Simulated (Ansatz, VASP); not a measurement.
## SiW12 in VASP and in Ansatz

Contents of INCAR:

```
SYSTEM = SiW12
PREC = Accurate ; ENCUT = 520
EDIFF = 1E-6 ; ISMEAR = 0
SIGMA = 0.1 ; LREAL = .FALSE.
LASPH = .TRUE. ; NELM = 100
ALGO = Normal ; ISIF = 2
LWAVE = .FALSE. ; LCHARG = .FALSE.
LDIPOL = .TRUE. ; IDIPOL = 3
DIPOL = 0.5 0.5 0.301 ; GGA = PE
IVDW = 12 ; NBANDS = 98
```

File KPOINTS:

```
regular mesh
0
G
  5 5 1
  0 0 0
```

File POSCAR:

```
SiW12
1.0
    5.6644156868      0.0000000000      0.0000000000
    0.0000000000      5.6644156868      0.0000000000
    0.0000000000      0.0000000000     21.1500668291
W Si
12 1
Direct
    0.2500000000      0.2500000000      0.1891246979
    0.2500000000      0.7500000000      0.1891246979
    0.7500000000      0.2500000000      0.1891246979
    0.7500000000      0.7500000000      0.1891246979
    0.0000000000      0.0000000000      0.2848852803
    0.0000000000      0.5000000000      0.2848852803
    0.5000000000      0.0000000000      0.2848852803
    0.5000000000      0.5000000000      0.2848852803
    0.2500000000      0.2500000000      0.3806166143
    0.2500000000      0.7500000000      0.3806166143
    0.7500000000      0.2500000000      0.3806166143
    0.7500000000      0.7500000000      0.3806166143
    0.4166666667      0.4166666667      0.4988195505
```

Input for Ansatz:

```yaml
crystal:
  lattice:
    - [5.6644156868, 0.0, 0.0]
    - [0.0, 5.6644156868, 0.0]
    - [0.0, 0.0, 21.1500668291]
  atoms:
    - { symbol: W, position: [0.25, 0.25, 0.1891246979] }
    - { symbol: W, position: [0.25, 0.75, 0.1891246979] }
    - { symbol: W, position: [0.75, 0.25, 0.1891246979] }
    - { symbol: W, position: [0.75, 0.75, 0.1891246979] }
    - { symbol: W, position: [0.0, 0.0, 0.2848852803] }
    - { symbol: W, position: [0.0, 0.5, 0.2848852803] }
    - { symbol: W, position: [0.5, 0.0, 0.2848852803] }
    - { symbol: W, position: [0.5, 0.5, 0.2848852803] }
    - { symbol: W, position: [0.25, 0.25, 0.3806166143] }
    - { symbol: W, position: [0.25, 0.75, 0.3806166143] }
    - { symbol: W, position: [0.75, 0.25, 0.3806166143] }
    - { symbol: W, position: [0.75, 0.75, 0.3806166143] }
    - { symbol: Si, position: [0.4166666667, 0.4166666667, 0.4988195505] }
basis:
  ecutwfc: 420
kpoints:
  mp_grid: { grid: [5, 5, 1] }
hamiltonian:
  xc: pbe
  pseudopotentials: { kind: paw, azcp: { folder: soft_1 } }
  dispersion: d3bj
scf:
  occupations: { method: gaussian, width: 0.1 }
output:
  forces: true
  eigenvalues: true
efield:
  axis: 3
  dipole_correction: true
  ramp_width: 0.04
```

Alike in both runs: task single point; functional PBE; dispersion D3(BJ); k mesh 5 × 5 × 1; occupations gaussian, width 0.1 eV; no spin polarisation.

|  | VASP | Ansatz |
| --- | --- | --- |
| version | VASP 6.6.1 | Ansatz 0.2.0 |
| potentials or method | VASP PAW PBE potentials, release 64 (W_sv, Si), cutoff 520 eV | scalar-relativistic, plane waves, PAW |
| valence electrons in the cell | 172 | 172 |

```tsv
	VASP	Ansatz	Ansatz less VASP
gap on the k mesh at the Fermi level (eV)	none	none	-
rms of the force components (eV/Å)	0.585	0.581	-0.0043
```

Atom by atom the forces differ by 0.015 eV/Å (rms over components). A gap of «none» marks a metal or a gap that the smearing closes.

Spin-orbit coupling is off throughout.
